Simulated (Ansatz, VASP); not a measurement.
WS2 in VASP and in Ansatz

File INCAR:

```
SYSTEM = WS2
ALGO = Normal
EDIFF = 1E-7
ENCUT = 520
GGA = PS
ISIF = 2
ISMEAR = 0
LASPH = .TRUE.
LCHARG = .FALSE.
LREAL = .FALSE.
LWAVE = .FALSE.
NBANDS = 35
NELM = 80
PREC = Accurate
SIGMA = 0.05
```

Contents of KPOINTS:

```
k-points
0
G
  10 6 10
  0 0 0
```

The input POSCAR:

```
WS2
1.0
   -3.1476068045      0.0000000000      0.0000000000
    0.0000000000      5.4518149077      0.0000000000
    1.5738034023     -0.9086358179     -6.3704647422
W S
2 4
Direct
    0.5010072705      0.5003357568      0.0020145410
    0.0010072705      0.0003357568      0.0020145410
    0.8780554529      0.6260184843      0.7561109058
    0.3780554529      0.1260184843      0.7561109058
    0.1239872766      0.7079957589      0.2479745532
    0.6239872766      0.2079957589      0.2479745532
```

Input for Ansatz:

```yaml
crystal:
  lattice:
    - [-3.1476068045, 0.0, 0.0]
    - [0.0, 5.4518149077, 0.0]
    - [1.5738034023, -0.9086358179, -6.3704647422]
  atoms:
    - { symbol: W, position: [0.5010072705, 0.5003357568, 0.002014541] }
    - { symbol: W, position: [0.0010072705, 0.0003357568, 0.002014541] }
    - { symbol: S, position: [0.8780554529, 0.6260184843, 0.7561109058] }
    - { symbol: S, position: [0.3780554529, 0.1260184843, 0.7561109058] }
    - { symbol: S, position: [0.1239872766, 0.7079957589, 0.2479745532] }
    - { symbol: S, position: [0.6239872766, 0.2079957589, 0.2479745532] }
kpoints:
  mp_grid: { grid: [10, 6, 10] }
hamiltonian:
  xc: pbesol
scf:
  occupations: { method: gaussian, width: 0.05 }
output:
  forces: true
  eigenvalues: true
  stress: true
accuracy: high
```

Alike in both runs: task single point; functional PBEsol; k mesh 10 × 6 × 10; occupations gaussian, width 0.05 eV; no spin polarisation.

|  | VASP | Ansatz |
| --- | --- | --- |
| version | VASP 6.6.1 | Ansatz 0.2.0 |
| potentials or method | VASP PAW PBE potentials, release 64 (W_sv, S) | scalar-relativistic, plane waves, PAW |
| plane-wave cutoff (eV) | 520 | 420 |
| valence electrons in the cell | 52 | 52 |

|  | VASP | Ansatz | Ansatz less VASP |
| --- | --- | --- | --- |
| gap on the k mesh at the Fermi level (eV) | 1.18 | 1.16 | -0.015 |
| pressure (GPa) | 0.1 | 0.0 | -0.12 |
| rms of the force components (eV/Å) | 0.010 | 0.000 | -0.0095 |

VASP's potentials were made for PBE, not for PBEsol. Atom by atom the forces differ by 0.010 eV/Å (rms over components).

Neither program's run includes spin-orbit coupling.
